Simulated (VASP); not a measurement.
# Nb (I4/mmm) in VASP: further runs

The runs below take Nb through single point, with r2SCAN.

Program: VASP 6.6.1. These are calculated values, not measurements. Logs are shortened: lines on timing, memory, paths and dates and some standing lists are left out, and cuts for length are marked.

**1. The cell of the first run**

The structure is tetragonal, space group I4/mmm (No. 139). The conventional cell has a = 3.162 Å, b = 3.162 Å, c = 3.245 Å, α = 90.00°, β = 90.00°, γ = 90.00°. Nb (site symmetry 4/mmm) has 14 Nb at 2.76 to 3.24 Å within 3.6 Å.

**2. Single point, r2SCAN (strain -0.050 along x and y, -0.025 along z)**

POSCAR

```
Nb
1.0
   -1.5807525000      1.5807525000      1.6223512500
    1.5807525000     -1.5807525000      1.6223512500
    1.5807525000      1.5807525000     -1.6223512500
Nb
1
Direct
    0.0000000000      0.0000000000      0.0000000000
```

INCAR.step1

```
SYSTEM = Nb
PREC = Accurate ; ENCUT = 520
ISMEAR = 0 ; SIGMA = 0.15
LREAL = .FALSE. ; LASPH = .TRUE.
NELM = 60 ; NBANDS = 12
GGA = PE ; ALGO = Normal
EDIFF = 1E-4 ; LWAVE = .TRUE.
LCHARG = .FALSE.
```

INCAR.step2

```
SYSTEM = Nb
PREC = Accurate ; ENCUT = 520
EDIFF = 1E-6 ; ISMEAR = 0
SIGMA = 0.15 ; LREAL = .FALSE.
LASPH = .TRUE. ; NELM = 60
ALGO = Normal ; ISIF = 2
LWAVE = .FALSE. ; LCHARG = .FALSE.
METAGGA = R2SCAN ; LMIXTAU = .TRUE.
NBANDS = 12 ; ISTART = 1
```

KPOINTS

```
Automatic mesh
0
G
  20 20 20
  0 0 0
```

Potentials or basis: VASP PAW PBE potentials, release 64 (Nb_sv).

Started as:

```console
> cat potpaw_PBE.64/Nb_sv/POTCAR > POTCAR
> cp INCAR.step1 INCAR
> mpirun -np 1 vasp_std > vasp.out
> cp INCAR.step2 INCAR
> mpirun -np 1 vasp_std > vasp.out
```

OUTCAR:

```text
SYSTEM = Nb
   PREC = Accurate
   ENCUT = 520
   EDIFF = 1E-6
   ISMEAR = 0
   LREAL = .FALSE.
   LASPH = .TRUE.
   NELM = 60
   ISIF = 2
   METAGGA = R2SCAN
   ISTART = 1

 ion  position               nearest neighbor table
   1  0.000  0.000  0.000-

  LATTYP: Found a body centered tetragonal cell.
 ALAT       =     3.1615050000
 C/A-ratio  =     1.0263157895

  Lattice vectors:

 A1 = (  -1.5807525000,   1.5807525000,   1.6223512500)
 A2 = (   1.5807525000,  -1.5807525000,   1.6223512500)
 A3 = (   1.5807525000,   1.5807525000,  -1.6223512500)

Analysis of symmetry for initial positions (statically):
=====================================================================
 Subroutine PRICEL returns:
 Original cell was already a primitive cell.

 Routine SETGRP: Setting up the symmetry group for a
 body centered tetragonal supercell.

 Subroutine GETGRP returns: Found 16 space group operations
 (whereof 16 operations were pure point group operations)
 out of a pool of 16 trial point group operations.

The static configuration has the point symmetry D_4h.

Analysis of symmetry for dynamics (positions and initial velocities):
=====================================================================
 Subroutine PRICEL returns:
 Original cell was already a primitive cell.

 Routine SETGRP: Setting up the symmetry group for a
 body centered tetragonal supercell.

 Subroutine GETGRP returns: Found 16 space group operations
 (whereof 16 operations were pure point group operations)
 out of a pool of 16 trial point group operations.

The dynamic configuration has the point symmetry D_4h.

 Subroutine INISYM returns: Found 16 space group operations
 (whereof 16 operations are pure point group operations),
 and found     1 'primitive' translations

----------------------------------------------------------------------------------------

                                     Primitive cell

  volume of cell :      16.2156

  direct lattice vectors                    reciprocal lattice vectors
    -1.580752500  1.580752500  1.622351250     0.000000000  0.316305051  0.308194665
     1.580752500 -1.580752500  1.622351250     0.316305051  0.000000000  0.308194665
     1.580752500  1.580752500 -1.622351250     0.316305051  0.316305051  0.000000000

  length of vectors
     2.762169530  2.762169530  2.762169530     0.441625222  0.441625222  0.447322893

  position of ions in fractional coordinates (direct lattice)
     0.000000000  0.000000000  0.000000000

  ion indices of the primitive-cell ions
   primitive index   ion index
                 1           1

----------------------------------------------------------------------------------------

 KPOINTS: Automatic mesh

Automatic generation of k-mesh.
 Grid dimensions read from file:
 generate k-points for:   20   20   20

 Generating k-lattice:

  Cartesian coordinates                     Fractional coordinates (reciprocal lattice)
     0.000000000  0.015815253  0.015409733     0.050000000  0.000000000 -0.000000000
     0.015815253  0.000000000  0.015409733     0.000000000  0.050000000 -0.000000000
     0.015815253  0.015815253  0.000000000     0.000000000  0.000000000  0.050000000

  Length of vectors
     0.022081261  0.022081261  0.022366145

  Shift w.r.t. Gamma in fractional coordinates (k-lattice)
     0.000000000  0.000000000  0.000000000

 Subroutine IBZKPT returns following result:
 ===========================================

 Found    641 irreducible k-points:

 Following reciprocal coordinates:
            Coordinates               Weight
  0.000000  0.000000  0.000000      1.000000
  0.050000  0.000000 -0.000000      8.000000
  0.100000 -0.000000  0.000000      8.000000
  0.150000  0.000000 -0.000000      8.000000
  0.200000 -0.000000  0.000000      8.000000
  0.250000  0.000000 -0.000000      8.000000
[... 16 lines left out ...]
 -0.400000  0.050000 -0.000000     16.000000
 -0.350000  0.050000  0.000000     16.000000
 [... further k-points ...]
   k-points           NKPTS =    641   k-points in BZ     NKDIM =    641   number of bands    NBANDS=     12
   number of dos      NEDOS =    301   number of ions     NIONS =      1
   total plane-waves  NPLWV =  13824
   dimension x,y,z NGX =    24 NGY =   24 NGZ =   24
   dimension x,y,z NGXF=    48 NGYF=   48 NGZF=   48
   ions per type =               1
   NGX,Y,Z   is equivalent  to a cutoff of  14.44, 14.44, 14.44 a.u.
   NGXF,Y,Z  is equivalent  to a cutoff of  28.89, 28.89, 28.89 a.u.
 SYSTEM =  Nb
   PREC   = accura    normal or accurate (medium, high low for compatibility)
   ISTART =      1    job   : 0-new  1-cont  2-samecut
   ICHARG =      0    charge: 1-file 2-atom 10-const
   ISPIN  =      1    spin polarized calculation?
   LNONCOLLINEAR =      F non collinear calculations
   LSORBIT =      F    spin-orbit coupling
   LASPH  =      T    aspherical Exc in radial PAW
   ENCUT  =  520.0 eV  38.22 Ry    6.18 a.u.   5.14  5.14  5.14*2*pi/ulx,y,z
   NELM   =     60;   NELMIN=  2; NELMDL=  0     # of ELM steps
   EDIFF  = 0.1E-05   stopping-criterion for ELM
   LREAL  =      F    real-space projection
   EDIFFG = 0.1E-04   stopping-criterion for IOM
   NSW    =      0    number of steps for IOM
   IBRION =     -1    ionic relax: 0-MD 1-quasi-New 2-CG
   NFREE  =      0    steps in history (QN), initial steepest desc. (CG)
   ISIF   =      2    stress and relaxation
   ISYM   =      2    0-nonsym 1-usesym 2-fastsym
   POTIM  = 0.5000    time-step for ionic-motion
   TEBEG  =    0.0;   TEEND  =   0.0 temperature during run
   PSTRESS=    0.0 pullay stress
   NELECT =      13.0000    total number of electrons
   NUPDOWN=      -1.0000    fix difference up-down
   EMIN   =  10.00;   EMAX   =-10.00  energy-range for DOS
   EFERMI =   0.00;   METHOD = LEGACY
   ISMEAR =     0;   SIGMA  =   0.15  broadening in eV -4-tet -1-fermi 0-gaus
   EFERMI_NEDOS =   21; number of points for ismear=-14 and -15
   IALGO  =     38    algorithm
   IMIX   =      4    mixing-type and parameters
     AMIX     =   0.40;   BMIX     =  1.00
     AMIX_MAG =   1.60;   BMIX_MAG =  1.00
  volume/ion in A,a.u.               =      16.22       109.43
  Fermi-wavevector in a.u.,A,eV,Ry     =   1.520822  2.873937 31.468911  2.312900
  Thomas-Fermi vector in A             =   2.629621
   LORBIT       =      0    0 simple, 1 ext, 2 COOP (PROOUT), +10 PAW based schemes
   METAGGA = R2SCAN    functional components
   LHFCALC =     F    Hartree Fock is set to
   AEXX    =    0.0000 exact exchange contribution
   IVDW    =     0    specifies the selected vdW correction
   LEPSILON=     F    determine dielectric tensor
   LRPA    =     F    only Hartree local field effects (RPA)
 non-spin polarized calculation
 Gauss-broadening in eV      SIGMA  =   0.15
  energy-cutoff  :      520.00
  volume of cell :       16.22
 maximum number of plane-waves:       450
 NGX is ok and might be reduce to    24
   NGX = 11   NGY = 11   NGZ = 11

 number of electron      12.9999999 magnetization

 Free energy of the ion-electron system (eV)
  ---------------------------------------------------
  ext. energy  EPLUGINS =         0.00000000
  ---------------------------------------------------
  free energy    TOTEN  =       -24.73291963 eV

  energy without entropy =      -24.71910371  energy(sigma->0) =      -24.72601167

 E-fermi :  12.6930     XC(G=0): -14.2489

 val. band max:       12.6890261676   @ k =  -0.2000   0.3500   0.1500
 cond. band min:      12.6950738568   @ k =   0.4000   0.2000   0.1000
 fundamental gap:      0.0060476891
 Fermi energy:        12.6929856100

 k-point     1 :       0.0000    0.0000    0.0000
  band No.  band energies     occupation
      1     -43.3752      2.00000
      2     -17.6316      2.00000
      3     -17.6316      2.00000
      4     -17.6312      2.00000
      5       6.2577      2.00000
      6      12.9604      0.01169
      7      12.9604      0.01169
      8      13.3101      0.00000
      9      16.3111      0.00000
     10      16.7859      0.00000
     11      27.4865      0.00000
     12      28.0166      0.00000

 k-point     2 :       0.0500    0.0000   -0.0000
  band No.  band energies     occupation
      1     -43.3657      2.00000
      2     -17.6852      2.00000
      3     -17.6468      2.00000
      4     -17.6317      2.00000
      5       6.3804      2.00000
      6      12.9442      0.01787
      7      12.9594      0.01201
      8      13.3498      0.00000
      9      16.2099      0.00000
     10      16.7479      0.00000
     11      27.6889      0.00000
     12      28.2269      0.00000

 k-point     3 :       0.1000   -0.0000    0.0000
  band No.  band energies     occupation
      1     -43.3379      2.00000
      2     -17.8395      2.00000
      3     -17.6910      2.00000
      4     -17.6327      2.00000
      5       6.7328      2.00000
      6      12.8093      0.27301
      7      12.8775      0.08192
      8      13.6285      0.00000
      9      15.9539      0.00000
     10      16.6925      0.00000
     11      28.0873      0.00000
     12      28.8400      0.00000
[... 286 lines left out ...]
 k-point    23 :      -0.4000    0.0500   -0.0000
  band No.  band energies     occupation
      1     -43.0291      2.00000
      2     -19.3489      2.00000
      3     -18.1540      2.00000
      4     -17.6661      2.00000
      5       8.6409      2.00000
      6      11.0289      2.00000
      7      13.7931      0.00000
      8      16.2683      0.00000
      9      17.3331      0.00000
     10      18.7435      0.00000
     11      26.3659      0.00000
     12      28.3073      0.00000

 k-point    24 :      -0.3500    0.0500    0.0000
  band No.  band energies     occupation
      1     -43.0804      2.00000
      2     -19.1179      2.00000
      3     -18.0774      2.00000
      4     -17.6643      2.00000
      5       8.7406      2.00000
      6      11.2795      2.00000
      7      13.0275      0.00161
      8      16.0114      0.00000
      9      17.1465      0.00000
     10      17.6355      0.00000
     11      27.1782      0.00000
     12      29.3024      0.00000

 [... further k-points ...]
[... 5 lines left out ...]
  --------------------------------------------------------------------------------------
  -------------------------------------------------------------------------------------
  Total        2.3777715      2.3777715      1.9502825      0.0000000      0.0000000      0.0000000
  in kB      234.9351907    234.9351907    192.6972315      0.0000000      0.0000000      0.0000000
  external PRESSURE =     220.8558709 kB  Pullay stress =       0.0000000 kB

 VOLUME and BASIS-vectors are now :
 -----------------------------------------------------------------------------
  energy-cutoff  :      520.00
  volume of cell :       16.22
      direct lattice vectors                 reciprocal lattice vectors
    -1.580752500  1.580752500  1.622351250     0.000000000  0.316305051  0.308194665
     1.580752500 -1.580752500  1.622351250     0.316305051  0.000000000  0.308194665
     1.580752500  1.580752500 -1.622351250     0.316305051  0.316305051  0.000000000

 POSITION                                       TOTAL-FORCE (eV/Angst)
 -----------------------------------------------------------------------------------
      0.00000      0.00000      0.00000         0.000000     -0.000000      0.000000
 -----------------------------------------------------------------------------------
    total drift:                                0.000000     -0.000000      0.000000

  FREE ENERGIE OF THE ION-ELECTRON SYSTEM (eV)
  ---------------------------------------------------
  free  energy   TOTEN  =       -24.7329196291 eV

  energy  without entropy=      -24.7191037113  energy(sigma->0) =      -24.72601167
```

Wall time 4.8 min (1 thread of Intel Xeon Platinum 8375C at 2.90GHz (Ice Lake), shared host); peak memory 0.24 GiB.

What came out:

```yaml
Free_energy: -24.7329 eV
Pressure: 22.1 GPa
Band_gap_on_the_k_mesh: zero (an odd number of electrons rules out a gap without spin polarisation)
```

Caveat: the cell differs from its parent crystal (strain -0.050 along x and y, -0.025 along z); the cell stands under pressure; the PAW data sets were made with another functional, which shifts forces and pressure a little.

(Continued in part 2 of 3.)
